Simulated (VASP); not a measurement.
# VH (P4/mmm) in VASP: further runs

VH is run at these levels: r2SCAN; tasks: single point.

Program: VASP 6.6.1. These are calculated values, not measurements. Logs are shortened: lines on timing, memory, paths and dates and some standing lists are left out, and cuts for length are marked.

## Step 1: The cell of the first run

Symmetry: P4/mmm, No. 123, tetragonal system. Conventional cell: a = 2.539 Å, b = 2.539 Å, c = 3.074 Å, α = 90.00°, β = 90.00°, γ = 90.00°. Within 3.1 Å of H (site symmetry 4/mmm) lie 8 V at 2.36 Å and 6 H at 2.54 to 3.07 Å. V (site symmetry 4/mmm) has 8 H at 2.36 Å and 6 V at 2.54 to 3.07 Å within 3.1 Å.

## Step 2: Single point, r2SCAN

POSCAR

```
VH
1.0
    3.5913910000      0.0000000000      0.0000000000
    0.0000000000      3.5913910000      0.0000000000
    0.0000000000      0.0000000000      3.0736180000
H V
2 2
Direct
    0.5000000000      0.5000000000      0.0000000000
    0.0000000000      0.0000000000      0.0000000000
    0.0000000000      0.5000000000      0.5000000000
    0.5000000000      0.0000000000      0.5000000000
```

INCAR.step1

```
PREC = Accurate ; ENCUT = 520
ISMEAR = -1 ; SIGMA = 0.1
LREAL = F ; LASPH = T
NELM = 60 ; NBANDS = 22
GGA = PE ; ALGO = Normal
EDIFF = 1E-4 ; LWAVE = T
LCHARG = F
```

INCAR.step2

```
PREC = Accurate ; ENCUT = 520
EDIFF = 1E-7 ; ISMEAR = -1
SIGMA = 0.1 ; LREAL = F
LASPH = T ; NELM = 60
ALGO = Normal ; ISIF = 2
LWAVE = F ; LCHARG = F
METAGGA = R2SCAN ; LMIXTAU = T
NBANDS = 22 ; ISTART = 1
```

KPOINTS

```
Automatic mesh
0
Gamma
  6 6 7
```

Potentials or basis: VASP PAW PBE potentials, release 64 (H, V_sv).

Command:

```bash
> cat potpaw_PBE.64/H/POTCAR potpaw_PBE.64/V_sv/POTCAR > POTCAR
> cp INCAR.step1 INCAR
> mpirun -np 1 vasp_std > vasp.out
> cp INCAR.step2 INCAR
> mpirun -np 1 vasp_std > vasp.out
```

OUTCAR:

```text
PREC = Accurate
   ENCUT = 520
   EDIFF = 1E-7
   ISMEAR = -1
   LREAL = F
   LASPH = T
   NELM = 60
   ISIF = 2
   METAGGA = R2SCAN
   ISTART = 1

 ion  position               nearest neighbor table
   1  0.500  0.500  0.000-
   2  0.000  0.000  0.000-
   3  0.000  0.500  0.500-   4 2.54   4 2.54   4 2.54   4 2.54
   4  0.500  0.000  0.500-   3 2.54   3 2.54   3 2.54   3 2.54

  LATTYP: Found a simple tetragonal cell.
 ALAT       =     3.5913910000
 C/A-ratio  =     0.8558293987

  Lattice vectors:

 A1 = (   3.5913910000,   0.0000000000,   0.0000000000)
 A2 = (   0.0000000000,   3.5913910000,   0.0000000000)
 A3 = (   0.0000000000,   0.0000000000,   3.0736180000)

Analysis of symmetry for initial positions (statically):
=====================================================================
 Subroutine PRICEL returns following result:

  LATTYP: Found a simple tetragonal cell.
 ALAT       =     2.5394969300
 C/A-ratio  =     1.2103255427

  Lattice vectors:

 A1 = (   1.7956955000,  -1.7956955000,   0.0000000000)
 A2 = (   1.7956955000,   1.7956955000,   0.0000000000)
 A3 = (   0.0000000000,   0.0000000000,   3.0736180000)

   2 primitive cells build up your supercell.

 Routine SETGRP: Setting up the symmetry group for a
 simple tetragonal supercell.

 Subroutine GETGRP returns: Found 16 space group operations
 (whereof 16 operations were pure point group operations)
 out of a pool of 16 trial point group operations.

The static configuration has the point symmetry D_4h.

Analysis of symmetry for dynamics (positions and initial velocities):
=====================================================================
 Subroutine PRICEL returns following result:

  LATTYP: Found a simple tetragonal cell.
 ALAT       =     2.5394969300
 C/A-ratio  =     1.2103255427

  Lattice vectors:

 A1 = (   1.7956955000,  -1.7956955000,   0.0000000000)
 A2 = (   1.7956955000,   1.7956955000,   0.0000000000)
 A3 = (   0.0000000000,   0.0000000000,   3.0736180000)

   2 primitive cells build up your supercell.

 Routine SETGRP: Setting up the symmetry group for a
 simple tetragonal supercell.

 Subroutine GETGRP returns: Found 16 space group operations
 (whereof 16 operations were pure point group operations)
 out of a pool of 16 trial point group operations.
[... 90 lines left out ...]
   NGXF,Y,Z  is equivalent  to a cutoff of  25.92, 25.92, 25.96 a.u.
 SYSTEM =  unknown system
   PREC   = accura    normal or accurate (medium, high low for compatibility)
   ISTART =      1    job   : 0-new  1-cont  2-samecut
   ICHARG =      0    charge: 1-file 2-atom 10-const
   ISPIN  =      1    spin polarized calculation?
   LNONCOLLINEAR =      F non collinear calculations
   LSORBIT =      F    spin-orbit coupling
   LASPH  =      T    aspherical Exc in radial PAW
   ENCUT  =  520.0 eV  38.22 Ry    6.18 a.u.   6.68  6.68  5.71*2*pi/ulx,y,z
   NELM   =     60;   NELMIN=  2; NELMDL=  0     # of ELM steps
   EDIFF  = 0.1E-06   stopping-criterion for ELM
   LREAL  =      F    real-space projection
   EDIFFG = 0.1E-05   stopping-criterion for IOM
   NSW    =      0    number of steps for IOM
   IBRION =     -1    ionic relax: 0-MD 1-quasi-New 2-CG
   NFREE  =      0    steps in history (QN), initial steepest desc. (CG)
   ISIF   =      2    stress and relaxation
   ISYM   =      2    0-nonsym 1-usesym 2-fastsym
   POTIM  = 0.5000    time-step for ionic-motion
   TEBEG  =    0.0;   TEEND  =   0.0 temperature during run
   PSTRESS=    0.0 pullay stress
   NELECT =      28.0000    total number of electrons
   NUPDOWN=      -1.0000    fix difference up-down
   EMIN   =  10.00;   EMAX   =-10.00  energy-range for DOS
   EFERMI =   0.00;   METHOD = LEGACY
   ISMEAR =    -1;   SIGMA  =   0.10  broadening in eV -4-tet -1-fermi 0-gaus
   EFERMI_NEDOS =   21; number of points for ismear=-14 and -15
   IALGO  =     38    algorithm
   IMIX   =      4    mixing-type and parameters
     AMIX     =   0.40;   BMIX     =  1.00
     AMIX_MAG =   1.60;   BMIX_MAG =  1.00
  volume/ion in A,a.u.               =       9.91        66.88
  Fermi-wavevector in a.u.,A,eV,Ry     =   1.457927  2.755082 28.919875  2.125551
  Thomas-Fermi vector in A             =   2.574671
   LORBIT       =      0    0 simple, 1 ext, 2 COOP (PROOUT), +10 PAW based schemes
   METAGGA = R2SCAN    functional components
   LHFCALC =     F    Hartree Fock is set to
   AEXX    =    0.0000 exact exchange contribution
   IVDW    =     0    specifies the selected vdW correction
   LEPSILON=     F    determine dielectric tensor
   LRPA    =     F    only Hartree local field effects (RPA)
 non-spin polarized calculation
  energy-cutoff  :      520.00
  volume of cell :       39.64
 maximum number of plane-waves:      1078
 NGX is ok and might be reduce to    28
   NGX = 13   NGY = 13   NGZ = 11

 number of electron      27.9999992 magnetization

 Free energy of the ion-electron system (eV)
  ---------------------------------------------------
  ext. energy  EPLUGINS =         0.00000000
  ---------------------------------------------------
  free energy    TOTEN  =       -32.64520476 eV

  energy without entropy =      -32.53203820  energy(sigma->0) =      -32.58862148

 E-fermi :   7.2694     XC(G=0): -12.4517

 val. band max:        7.2503871903   @ k =   0.1667   0.0000   0.1429
 cond. band min:       7.2826140085   @ k =   0.3333   0.1667   0.0000
 fundamental gap:      0.0322268182
 Fermi energy:         7.2694042823

 k-point     1 :       0.0000    0.0000    0.0000
  band No.  band energies     occupation
      1     -59.6606      2.00000
      2     -59.4348      2.00000
      3     -32.6051      2.00000
      4     -32.6051      2.00000
      5     -32.3759      2.00000
      6     -32.2158      2.00000
[... 589 lines left out ...]
     21      12.4616      0.00000
     22      12.4616      0.00000

 [... further k-points ...]
[... 5 lines left out ...]
  --------------------------------------------------------------------------------------
  -------------------------------------------------------------------------------------
  Total       -3.5153682     -3.5153682     -9.3508835      0.0000000      0.0000000      0.0000000
  in kB     -142.0712258   -142.0712258   -377.9096311      0.0000000      0.0000000      0.0000000
  external PRESSURE =    -220.6840275 kB  Pullay stress =       0.0000000 kB

 VOLUME and BASIS-vectors are now :
 -----------------------------------------------------------------------------
  energy-cutoff  :      520.00
  volume of cell :       39.64
      direct lattice vectors                 reciprocal lattice vectors
     3.591391000  0.000000000  0.000000000     0.278443645  0.000000000  0.000000000
     0.000000000  3.591391000  0.000000000     0.000000000  0.278443645  0.000000000
     0.000000000  0.000000000  3.073618000     0.000000000  0.000000000  0.325349474

 POSITION                                       TOTAL-FORCE (eV/Angst)
 -----------------------------------------------------------------------------------
      1.79570      1.79570      0.00000        -0.000000     -0.000000     -0.000000
      0.00000      0.00000      0.00000        -0.000000     -0.000000     -0.000000
      0.00000      1.79570      1.53681        -0.000000      0.000000      0.000000
      1.79570      0.00000      1.53681         0.000000     -0.000000     -0.000000
 -----------------------------------------------------------------------------------
    total drift:                                0.000000      0.000000      0.000000

  FREE ENERGIE OF THE ION-ELECTRON SYSTEM (eV)
  ---------------------------------------------------
  free  energy   TOTEN  =       -32.6452047645 eV

  energy  without entropy=      -32.5320381961  energy(sigma->0) =      -32.58862148
```

OUTCAR.step1:

```text
PREC = Accurate
   ENCUT = 520
   ISMEAR = -1
   LREAL = F
   LASPH = T
[... 846 lines left out ...]
      1.79570      1.79570      0.00000        -0.000000      0.000000     -0.000000
      0.00000      0.00000      0.00000        -0.000000      0.000000     -0.000000
      0.00000      1.79570      1.53681        -0.000000     -0.000000      0.000000
      1.79570      0.00000      1.53681         0.000000      0.000000     -0.000000
 -----------------------------------------------------------------------------------
    total drift:                                0.000000      0.000000      0.000000

  FREE ENERGIE OF THE ION-ELECTRON SYSTEM (eV)
  ---------------------------------------------------
  free  energy   TOTEN  =       -22.3925132115 eV

  energy  without entropy=      -22.2684758872  energy(sigma->0) =      -22.33049455
```

OSZICAR.step1:

```text
N       E                     dE             d eps       ncg     rms          rms(c)
DAV:   1     0.328454423932E+03    0.32845E+03   -0.16658E+04  1768   0.137E+03
DAV:   2    -0.148481071596E+02   -0.34330E+03   -0.33539E+03  1790   0.453E+02
DAV:   3    -0.249065838678E+02   -0.10058E+02   -0.97564E+01  2148   0.898E+01
DAV:   4    -0.250351931608E+02   -0.12861E+00   -0.12833E+00  1836   0.997E+00
DAV:   5    -0.250366727394E+02   -0.14796E-02   -0.14787E-02  2068   0.113E+00    0.196E+01
DAV:   6    -0.225100720761E+02    0.25266E+01   -0.16440E+01  1990   0.343E+01    0.344E+00
DAV:   7    -0.223963803201E+02    0.11369E+00   -0.99417E-01  1892   0.913E+00    0.254E+00
DAV:   8    -0.223923104803E+02    0.40698E-02   -0.33041E-02  1970   0.135E+00    0.554E-01
DAV:   9    -0.223924543105E+02   -0.14383E-03   -0.17654E-03  1946   0.405E-01    0.102E-01
DAV:  10    -0.223925132115E+02   -0.58901E-04   -0.91172E-05  1042   0.954E-02
   1 F= -.22392513E+02 E0= -.22330495E+02  d E =-.124037E+00
```

It took 3 min on 1 thread of Oxide Virtual Turin-like, shared host; peak memory 0.14 GiB.

What came out:

```
Free energy            : -32.6452 eV
Pressure               : -22.1 GPa
Band gap on the k mesh : zero (band 14 reaches 8.66 eV, above the bottom of band 15 at 6.40 eV)
```

Stress tensor (GPa, compression positive):
```
-14.21   0.00   0.00
  0.00 -14.21   0.00
  0.00   0.00 -37.79
```

Caveat: the PAW data sets were made with another functional, which shifts forces and pressure a little.

## Step 3: Single point, r2SCAN, collinear spin, antiferromagnetic start

POSCAR is that of step 2.

INCAR.step1

```
SYSTEM = VH
PREC = Accurate
ENCUT = 520
ISMEAR = -1
SIGMA = 0.1
LREAL = .False.
LASPH = .True.
NELM = 150
ISPIN = 2
MAGMOM = 0 0 2 -2
LMAXMIX = 4
NBANDS = 26
GGA = PE
ALGO = Normal
EDIFF = 1E-4
LWAVE = .True.
LCHARG = .False.
```

INCAR.step2

```
SYSTEM = VH
PREC = Accurate
ENCUT = 520
EDIFF = 1E-6
ISMEAR = -1
SIGMA = 0.1
LREAL = .False.
LASPH = .True.
NELM = 150
ALGO = Normal
ISIF = 2
LWAVE = .False.
LCHARG = .True.
ISPIN = 2
MAGMOM = 0 0 2 -2
LORBIT = 11
LMAXMIX = 4
METAGGA = R2SCAN
LMIXTAU = .True.
LELF = .True.
LVHAR = .True.
NBANDS = 26
ISTART = 1
```

KPOINTS

```
Automatic mesh
0
Gamma
  6 6 7
  0 0 0
```

Potentials or basis: VASP PAW PBE potentials, release 64 (H, V_sv).

Command:

```bash
> cat potpaw_PBE.64/H/POTCAR potpaw_PBE.64/V_sv/POTCAR > POTCAR
> cp INCAR.step1 INCAR
> mpirun -np 1 vasp_std > vasp.out
> cp INCAR.step2 INCAR
> mpirun -np 1 vasp_std > vasp.out
```

Wall time 18 min (1 thread of Oxide Virtual Turin-like, shared host); peak memory 0.18 GiB.

The run converged. Its results:

| Item | Value |
| --- | --- |
| Free energy | -32.6452 eV |
| Pressure | -22.1 GPa |
| Band gap on the k mesh | zero (filled and empty bands overlap) |
| Net moment | 0.00 μB per cell |
| Valence electrons inside the program's atomic spheres | H 0.45; V 11.48 |

Stress tensor (GPa, compression positive):
```
-14.20   0.00   0.00
  0.00 -14.20   0.00
  0.00   0.00 -37.81
```

Levels at points of the mesh, in eV from the Fermi level:
Spin up:
```tsv
k point	band 10	band 11	band 12	band 13	band 14	band 15	band 16	band 17	band 18	band 19
(0.00, 0.00, 0.00)	-5.46	-2.38	-2.33	-0.12	0.38	0.38	2.25	2.25	3.02	3.07
(0.50, 0.00, 0.00)	-7.15	-1.12	-1.12	-0.46	-0.46	0.75	0.75	1.20	1.20	1.27
(0.50, 0.50, 0.00)	-5.59	-2.79	-2.79	-1.30	-1.30	-0.41	-0.41	1.26	1.26	2.48
```
Spin down:
| k point | band 10 | band 11 | band 12 | band 13 | band 14 | band 15 | band 16 | band 17 | band 18 | band 19 |
| --- | --- | --- | --- | --- | --- | --- | --- | --- | --- | --- |
| (0.00, 0.00, 0.00) | -5.46 | -2.38 | -2.33 | -0.12 | 0.38 | 0.38 | 2.25 | 2.25 | 3.02 | 3.07 |
| (0.50, 0.00, 0.00) | -7.15 | -1.12 | -1.12 | -0.46 | -0.46 | 0.75 | 0.75 | 1.20 | 1.20 | 1.27 |
| (0.50, 0.50, 0.00) | -5.59 | -2.79 | -2.79 | -1.30 | -1.30 | -0.41 | -0.41 | 1.26 | 1.26 | 2.48 |

Caveat: the PAW data sets were made with another functional, which shifts forces and pressure a little.
